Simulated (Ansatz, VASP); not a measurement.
**One calculation of PbO, two programs**

```
Pb O
1.0
     3.69100    0.00000    0.00000
     0.00000    3.69100    0.00000
     0.00000    0.00000   30.74933
Pb O
2 2
Direct
  0.50000 0.00000 0.46211
  0.00000 0.50000 0.53789
  0.00000 0.00000 0.50000
  0.50000 0.50000 0.50000
```

Alike in both runs: task single point; functional PBE; dispersion D3(BJ); k mesh 6 × 6 × 1; occupations gaussian, width 0.02 eV; no spin polarisation.

|  | VASP | Ansatz |
| --- | --- | --- |
| version | VASP 6.6.1 | Ansatz 0.2.0 |
| potentials or method | VASP PAW PBE potentials, release 64 (Pb_d, O), cutoff 520 eV | scalar-relativistic, plane waves, PAW |
| valence electrons in the cell | 40 | 40 |

VASP gave:

| Property | Result |
| --- | --- |
| gap on the k mesh at the Fermi level (eV) | 3.36 |
| least direct gap on the mesh (eV) | 3.38 |
| rms of the force components (eV/Å) | 1.502 |

Which values does Ansatz return?

gap on the k mesh at the Fermi level (eV): 3.40; least direct gap on the mesh (eV): 3.41; rms of the force components (eV/Å): 1.472.

Neither program's run includes spin-orbit coupling.
